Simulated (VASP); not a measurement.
# B2P3 (Cmmm) in VASP: notebook

Runs on B2P3. Level: PBE. Tasks: relaxation of cell and atoms, single point.

Program: VASP 6.6.1. These are calculated values, not measurements. Logs are shortened: lines on timing, memory, paths and dates and some standing lists are left out, and cuts for length are marked.

### Step 1. The cell of the first run

It takes space group Cmmm (No. 65, orthorhombic). Conventional cell: a = 4.775 Å, b = 5.308 Å, c = 5.934 Å, α = 90.00°, β = 90.00°, γ = 90.00°. Within 2.6 Å of B (site symmetry mm2) lie 5 P at 1.88 to 2.59 Å and 1 B at 2.18 Å. P (site symmetry mmm) has 4 P at 1.78 Å and 2 B at 1.88 Å within 2.4 Å. P (site symmetry 2/m) has 4 P at 1.78 to 2.39 Å within 2.4 Å.

The cell was built from a structure type or drawn by symmetry, and may not be a known phase.

### Step 2. Relaxation of cell and atoms, PBE

Input file INCAR:

```
PREC     = Accurate       # precision mode
ENCUT    = 600            # plane-wave cutoff, eV
EDIFF    = 1E-6           # SCF threshold, eV
ISMEAR   = 0              # smearing method
SIGMA    = 0.1            # smearing width, eV
LREAL    = False          # projectors in reciprocal space
LASPH    = True           # aspherical terms in the spheres
NELM     = 60             # most SCF steps
ALGO     = Normal         # electronic algorithm
ISIF     = 3              # what is computed and relaxed
LWAVE    = False          # write WAVECAR
LCHARG   = False          # write CHGCAR
GGA      = PE             # functional
IBRION   = 2              # ionic algorithm
NSW      = 90             # ionic steps
EDIFFG   = -0.04          # ionic threshold
```

Input file KPOINTS:

```
Automatic mesh
0
Gamma
  6 6 4
```

Input file POSCAR:

```
B2P3
1.0
    2.3875914100     -2.6539248000      0.0000000000
    2.3875914100      2.6539248000      0.0000000000
    0.0000000000      0.0000000000      5.9341119500
B P
2 3
Direct
    0.0000000000      0.0000000000      0.3166697300
    0.0000000000      0.0000000000      0.6833302700
    0.0000000000      0.0000000000      0.0000000000
    0.0000000000      0.5000000000      0.0000000000
    0.5000000000      0.0000000000      0.0000000000
```

Potentials or basis: VASP PAW PBE potentials, release 64 (B, P).

Run with:

```bash
$ cat potpaw_PBE.64/B/POTCAR potpaw_PBE.64/P/POTCAR > POTCAR
$ mpirun -np 1 vasp_std > vasp.out
```

OUTCAR:

```text
PREC = Accurate
   ENCUT = 600
   EDIFF = 1E-6
   ISMEAR = 0
   LREAL = False
   LASPH = True
   NELM = 60
   ISIF = 3
   GGA = PE
   IBRION = 2
   NSW = 90
   EDIFFG = -0.04

 ion  position               nearest neighbor table
   1  0.000  0.000  0.317-   3 1.88
   2  0.000  0.000  0.683-   3 1.88
   3  0.000  0.000  0.000-   4 1.78   5 1.78   4 1.78   5 1.78   1 1.88   2 1.88
   4  0.000  0.500  0.000-   3 1.78   3 1.78   5 2.39   5 2.39   5 2.65   5 2.65
   5  0.500  0.000  0.000-   3 1.78   3 1.78   4 2.39   4 2.39   4 2.65   4 2.65

  LATTYP: Found a base centered orthorhombic cell.
 ALAT       =     4.7751828200
 B/A-ratio  =     1.1115489815
 C/A-ratio  =     1.2426983790

  Lattice vectors:

 A1 = (   2.3875914100,  -2.6539248000,   0.0000000000)
 A2 = (   2.3875914100,   2.6539248000,   0.0000000000)
 A3 = (   0.0000000000,   0.0000000000,   5.9341119500)

Analysis of symmetry for initial positions (statically):
=====================================================================
 Subroutine PRICEL returns:
 Original cell was already a primitive cell.

 Routine SETGRP: Setting up the symmetry group for a
 base centered orthorhombic supercell.

 Subroutine GETGRP returns: Found  8 space group operations
 (whereof  8 operations were pure point group operations)
 out of a pool of  8 trial point group operations.

The static configuration has the point symmetry D_2h.

Analysis of symmetry for dynamics (positions and initial velocities):
=====================================================================
 Subroutine PRICEL returns:
 Original cell was already a primitive cell.

 Routine SETGRP: Setting up the symmetry group for a
 base centered orthorhombic supercell.

 Subroutine GETGRP returns: Found  8 space group operations
 (whereof  8 operations were pure point group operations)
 out of a pool of  8 trial point group operations.

The dynamic configuration has the point symmetry D_2h.

 Subroutine INISYM returns: Found  8 space group operations
 (whereof  8 operations are pure point group operations),
 and found     1 'primitive' translations

----------------------------------------------------------------------------------------

                                     Primitive cell

  volume of cell :      75.2029

  direct lattice vectors                    reciprocal lattice vectors
     2.387591410 -2.653924800  0.000000000     0.209416066 -0.188400214  0.000000000
     2.387591410  2.653924800  0.000000000     0.209416066  0.188400214  0.000000000
     0.000000000  0.000000000  5.934111950     0.000000000  0.000000000  0.168517212

  length of vectors
     3.569861284  3.569861284  5.934111950     0.281690840  0.281690840  0.168517212

  position of ions in fractional coordinates (direct lattice)
     0.000000000  0.000000000  0.316669730
     0.000000000  0.000000000  0.683330270
     0.000000000  0.000000000  0.000000000
     0.000000000  0.500000000  0.000000000
     0.500000000  0.000000000  0.000000000

  ion indices of the primitive-cell ions
   primitive index   ion index
                 1           1
                 2           2
                 3           3
                 4           4
                 5           5

----------------------------------------------------------------------------------------

 KPOINTS: Automatic mesh

Automatic generation of k-mesh.
 Grid dimensions read from file:
 generate k-points for:    6    6    4

 Generating k-lattice:

  Cartesian coordinates                     Fractional coordinates (reciprocal lattice)
     0.034902678 -0.031400036  0.000000000     0.166666667  0.000000000  0.000000000
     0.034902678  0.031400036  0.000000000     0.000000000  0.166666667  0.000000000
     0.000000000  0.000000000  0.042129303     0.000000000  0.000000000  0.250000000

  Length of vectors
     0.046948473  0.046948473  0.042129303

  Shift w.r.t. Gamma in fractional coordinates (k-lattice)
     0.000000000  0.000000000  0.000000000

 Subroutine IBZKPT returns following result:
 ===========================================

 Found     39 irreducible k-points:

 Following reciprocal coordinates:
            Coordinates               Weight
  0.000000  0.000000  0.000000      1.000000
  0.166667  0.000000  0.000000      4.000000
  0.333333  0.000000  0.000000      4.000000
  0.500000  0.000000  0.000000      2.000000
  0.166667  0.166667  0.000000      2.000000
  0.333333  0.166667  0.000000      4.000000
[... 16 lines left out ...]
  0.333333  0.333333  0.250000      4.000000
  0.500000  0.333333  0.250000      8.000000
 [... further k-points ...]
   k-points           NKPTS =     39   k-points in BZ     NKDIM =     39   number of bands    NBANDS=     14
   number of dos      NEDOS =    301   number of ions     NIONS =      5
   total plane-waves  NPLWV =  43200
   dimension x,y,z NGX =    30 NGY =   30 NGZ =   48
   dimension x,y,z NGXF=    60 NGYF=   60 NGZF=   96
   ions per type =               2   3
   NGX,Y,Z   is equivalent  to a cutoff of  13.97, 13.97, 13.45 a.u.
   NGXF,Y,Z  is equivalent  to a cutoff of  27.94, 27.94, 26.89 a.u.
 SYSTEM =  unknown system
   PREC   = accura    normal or accurate (medium, high low for compatibility)
   ISTART =      0    job   : 0-new  1-cont  2-samecut
   ICHARG =      2    charge: 1-file 2-atom 10-const
   ISPIN  =      1    spin polarized calculation?
   LNONCOLLINEAR =      F non collinear calculations
   LSORBIT =      F    spin-orbit coupling
   LASPH  =      T    aspherical Exc in radial PAW
   ENCUT  =  600.0 eV  44.10 Ry    6.64 a.u.   7.13  7.13 11.85*2*pi/ulx,y,z
   NELM   =     60;   NELMIN=  2; NELMDL= -5     # of ELM steps
   EDIFF  = 0.1E-05   stopping-criterion for ELM
   LREAL  =      F    real-space projection
   EDIFFG = -.4E-01   stopping-criterion for IOM
   NSW    =     90    number of steps for IOM
   IBRION =      2    ionic relax: 0-MD 1-quasi-New 2-CG
   NFREE  =      1    steps in history (QN), initial steepest desc. (CG)
   ISIF   =      3    stress and relaxation
   ISYM   =      2    0-nonsym 1-usesym 2-fastsym
   POTIM  = 0.5000    time-step for ionic-motion
   TEBEG  =    0.0;   TEEND  =   0.0 temperature during run
   PSTRESS=    0.0 pullay stress
   NELECT =      21.0000    total number of electrons
   NUPDOWN=      -1.0000    fix difference up-down
   EMIN   =  10.00;   EMAX   =-10.00  energy-range for DOS
   EFERMI =   0.00;   METHOD = LEGACY
   ISMEAR =     0;   SIGMA  =   0.10  broadening in eV -4-tet -1-fermi 0-gaus
   EFERMI_NEDOS =   21; number of points for ismear=-14 and -15
   IALGO  =     38    algorithm
   IMIX   =      4    mixing-type and parameters
     AMIX     =   0.40;   BMIX     =  1.00
     AMIX_MAG =   1.60;   BMIX_MAG =  1.00
  volume/ion in A,a.u.               =      15.04       101.50
  Fermi-wavevector in a.u.,A,eV,Ry     =   1.070048  2.022097 15.578700  1.145002
  Thomas-Fermi vector in A             =   2.205746
   LORBIT       =      0    0 simple, 1 ext, 2 COOP (PROOUT), +10 PAW based schemes
   GGA     = PE    functional components
   LHFCALC =     F    Hartree Fock is set to
   AEXX    =    0.0000 exact exchange contribution
   IVDW    =     0    specifies the selected vdW correction
   LEPSILON=     F    determine dielectric tensor
   LRPA    =     F    only Hartree local field effects (RPA)
 conjugate gradient relaxation of ions
 non-spin polarized calculation
 Gauss-broadening in eV      SIGMA  =   0.10
  energy-cutoff  :      600.00
  volume of cell :       75.20
 maximum number of plane-waves:      2540
 NGX is ok and might be reduce to    30
   NGX = 15   NGY = 15   NGZ = 23

--------------------------------------- Ionic step        1  -------------------------------------------

 number of electron      20.9999998 magnetization

 Free energy of the ion-electron system (eV)
  ---------------------------------------------------
  ext. energy  EPLUGINS =         0.00000000
  ---------------------------------------------------
  free energy    TOTEN  =       -12.54680705 eV

  energy without entropy =      -12.52932341  energy(sigma->0) =      -12.53806523

 E-fermi :   5.6653     XC(G=0):  -9.5574

 val. band max:        5.6476125975   @ k =   0.5000   0.5000   0.0000
 cond. band min:       5.6772221879   @ k =   0.3333   0.0000   0.2500
 fundamental gap:      0.0296095903
 Fermi energy:         5.6652683060

 k-point     1 :       0.0000    0.0000    0.0000
  band No.  band energies     occupation
      1     -14.2431      2.00000
      2      -5.2980      2.00000
      3      -5.2218      2.00000
      4      -4.1271      2.00000
      5      -2.3980      2.00000
      6      -1.2510      2.00000
      7       0.9239      2.00000
      8       5.6307      1.37481
      9       5.7121      0.50822
     10       6.0126      0.00000
     11       6.0232      0.00000
     12       6.2857      0.00000
     13       7.1892      0.00000
     14       7.4613      0.00000
[... 501 lines left out ...]
  FREE ENERGIE OF THE ION-ELECTRON SYSTEM (eV)
  ---------------------------------------------------
  free  energy   TOTEN  =       -21.2102829998 eV

  energy  without entropy=      -21.1839741944  energy(sigma->0) =      -21.19712860

[... ionic steps 4 to 21 ...]

--------------------------------------- Ionic step       22  -------------------------------------------

 number of electron      20.9999996 magnetization

------------------------ aborting loop because EDIFF is reached ----------------------------------------

  FORCE on cell =-STRESS in cart. coord.  units (eV):
  Direction    XX          YY          ZZ          XY          YZ          ZX
  --------------------------------------------------------------------------------------
  -------------------------------------------------------------------------------------
  Total        0.2426138     -0.1956958      0.0280273      0.0000000      0.0000000      0.0000000
  in kB        3.7728813     -3.0432597      0.4358511      0.0000000      0.0000000      0.0000000
  external PRESSURE =       0.3884909 kB  Pullay stress =       0.0000000 kB
[... 63 lines left out ...]
  energy  without entropy=      -23.7909113963  energy(sigma->0) =      -23.80024780

--------------------------------------- Ionic step       24  -------------------------------------------

 number of electron      20.9999995 magnetization

 Free energy of the ion-electron system (eV)
  ---------------------------------------------------
  ext. energy  EPLUGINS =         0.00000000
  ---------------------------------------------------
  free energy    TOTEN  =       -23.81003742 eV

  energy without entropy =      -23.79145274  energy(sigma->0) =      -23.80074508

 E-fermi :   2.7475     XC(G=0):  -8.3555

 val. band max:        2.7383072789   @ k =  -0.3333   0.1667   0.5000
 cond. band min:       2.7486584207   @ k =   0.3333   0.3333   0.0000
 fundamental gap:      0.0103511417
 Fermi energy:         2.7474626729

 k-point     1 :       0.0000    0.0000    0.0000
  band No.  band energies     occupation
      1     -11.9985      2.00000
      2      -7.2855      2.00000
      3      -5.1397      2.00000
      4      -5.0602      2.00000
      5      -4.1985      2.00000
      6      -3.6266      2.00000
      7      -1.9014      2.00000
      8      -1.5840      2.00000
      9       0.8741      2.00000
     10       3.3467      0.00000
     11       4.1566      0.00000
     12       4.2518      0.00000
     13       4.6433      0.00000
     14       5.5039      0.00000
[... 423 lines left out ...]
  FREE ENERGIE OF THE ION-ELECTRON SYSTEM (eV)
  ---------------------------------------------------
  free  energy   TOTEN  =       -23.8100374175 eV

  energy  without entropy=      -23.7914527371  energy(sigma->0) =      -23.80074508

 reached required accuracy - stopping structural energy minimisation
```

Wall time 6 min (1 thread of AMD EPYC 9R45 (Zen 5), shared host); peak memory 0.19 GiB.

What came out:

* Free energy: -23.8100 eV
* Relaxed volume: 20.55 Å³/atom
* Relaxed cell: a = 5.012 Å, b = 5.012 Å, c = 5.053 Å, α = 90.00°, β = 90.00°, γ = 125.92°
* Space group after relaxing (to 0.1 Å): Cmmm (No. 65)
* Energy gained by relaxing: 2252.6 meV/atom
* Ionic steps: 24
* Pressure after relaxing: 0.2 GPa
* Largest force after relaxing: 0.023 eV/Å
* Band gap on the k mesh: zero (an odd number of electrons rules out a gap without spin polarisation)

Forces in eV/Å, atoms in the order of the input:
```
B    0.000  0.000  0.023
B    0.000  0.000 -0.023
P    0.000  0.000  0.000
P    0.000  0.000  0.000
P    0.000  0.000  0.000
```

The path:
```
step  energy change (eV)  largest force (eV/Å)  pressure (GPa)  volume (Å³)
   1              0.0000                3.8203           58.93        75.20
   2             -8.2656                0.2309          -10.39       145.22
   3             -8.6635                1.7810           -5.53       114.74
   4             -8.7366                1.2358           -7.68       123.06
   5             -8.7365                1.3655           -7.36       121.20
   6            -10.0066                1.4093            0.95       107.64
   7            -10.0160                0.9902           -0.04       108.47
   8            -10.1745                1.4472            2.05       106.82
   9            -10.1770                1.8090            2.35       106.60
  10            -10.2512                1.8837            2.19       106.66
  11            -10.4563                2.1379            1.72       106.63
  12            -10.7680                3.0170            0.93       105.73
  13            -10.6566                4.7002            5.72       100.51
  14            -10.9207                3.7006            0.92       104.77
  15            -11.1807                1.5467           -0.37       105.14
  16            -11.2471                0.1217           -0.83       105.32
  17            -11.2474                0.2003           -0.84       105.33
  18            -11.2528                0.0827           -0.79       105.01
  19            -11.2592                0.2258           -0.61       104.12
  20            -11.2615                0.0322           -0.32       103.60
  21            -11.2619                0.1013           -0.11       103.24
  22            -11.2626                0.0276            0.04       103.03
  23            -11.2628                0.0598            0.21       102.77
  24            -11.2632                0.0232            0.16       102.77
```

Final structure:
```
B P
1.0
     2.27838   -4.46368    0.00000
     2.27838    4.46368    0.00000
     0.00000    0.00000    5.05257
B P
2 3
Direct
  0.00000 0.00000 0.34816
  0.00000 0.00000 0.65184
  0.00000 0.00000 0.00000
  0.00000 0.50000 0.00000
  0.50000 0.00000 0.00000
```

Caveat: the volume moved by over 15 % at a fixed basis, so the end points are rough.

### Step 3. Single point, PBE

This run uses another cell than the first one, of 21.17 Å³/atom.

Input file INCAR:

```
ALGO = Normal
EDIFF = 1E-7
ENCUT = 520
GGA = PE
ISIF = 2
ISMEAR = 0
LASPH = True
LCHARG = False
LREAL = False
LWAVE = False
NBANDS = 18
NELM = 80
PREC = Accurate
SIGMA = 0.1
```

Input file KPOINTS:

```
k-points
0
Gamma
  10 10 8
```

Input file POSCAR:

```
B2P3
1.0
    2.2102605655     -4.7460698721      0.0000000000
    2.2102605655      4.7460698721      0.0000000000
    0.0000000000      0.0000000000      5.0448873105
B P
2 3
Direct
    0.0000000000      0.0000000000      0.3481584674
    0.0000000000      0.0000000000      0.6518415326
    0.0000000000      0.0000000000      0.0000000000
    0.0000000000      0.5000000000      0.0000000000
    0.5000000000      0.0000000000      0.0000000000
```

Potentials or basis: VASP PAW PBE potentials, release 64 (B, P).

Run with:

```bash
$ cat potpaw_PBE.64/B/POTCAR potpaw_PBE.64/P/POTCAR > POTCAR
$ mpirun -np 1 vasp_std > vasp.out
```

It took 3 min on 1 thread of AMD EPYC 9R45 (Zen 5), shared host; peak memory 0.37 GiB.

It converged, with:

| Quantity | Value |
| --- | --- |
| Free energy | -23.8419 eV |
| Pressure | -0.1 GPa |
| Largest force | 0.017 eV/Å |
| Band gap on the k mesh | zero (an odd number of electrons rules out a gap without spin polarisation) |

Forces in eV/Å, atoms in the order of the input:
```
B    0.000  0.000 -0.017
B    0.000  0.000  0.017
P    0.000  0.000  0.000
P    0.000  0.000  0.000
P    0.000  0.000  0.000
```

Stress tensor (GPa, compression positive):
```
-0.20  0.00  0.00
 0.00 -0.06  0.00
 0.00  0.00 -0.15
```

Levels at points of the mesh, in eV from the Fermi level:
| k point | band 6 | band 7 | band 8 | band 9 | band 10 | band 11 | band 12 | band 13 | band 14 | band 15 |
| --- | --- | --- | --- | --- | --- | --- | --- | --- | --- | --- |
| (0.00, 0.00, 0.00) | -5.87 | -5.08 | -3.76 | -2.29 | 0.49 | 1.61 | 1.66 | 2.25 | 2.82 | 2.99 |
| (0.50, 0.00, 0.00) | -5.52 | -2.72 | -1.81 | -1.38 | -0.91 | 0.59 | 1.41 | 1.89 | 2.08 | 2.34 |
| (0.50, 0.50, 0.00) | -6.02 | -3.31 | -2.56 | -2.12 | -1.63 | 0.77 | 0.83 | 1.43 | 2.51 | 4.14 |
| (0.00, 0.00, 0.50) | -4.99 | -4.99 | -3.33 | -2.62 | -1.35 | -0.59 | 1.84 | 1.94 | 3.36 | 3.91 |
| (0.50, 0.00, 0.50) | -4.92 | -2.95 | -1.99 | -1.44 | -1.33 | -1.28 | 0.95 | 1.90 | 2.36 | 2.74 |
| (0.50, 0.50, 0.50) | -4.93 | -4.17 | -2.22 | -1.87 | -0.91 | -0.82 | 0.66 | 0.80 | 2.67 | 3.03 |

[end of part 1 of 2]
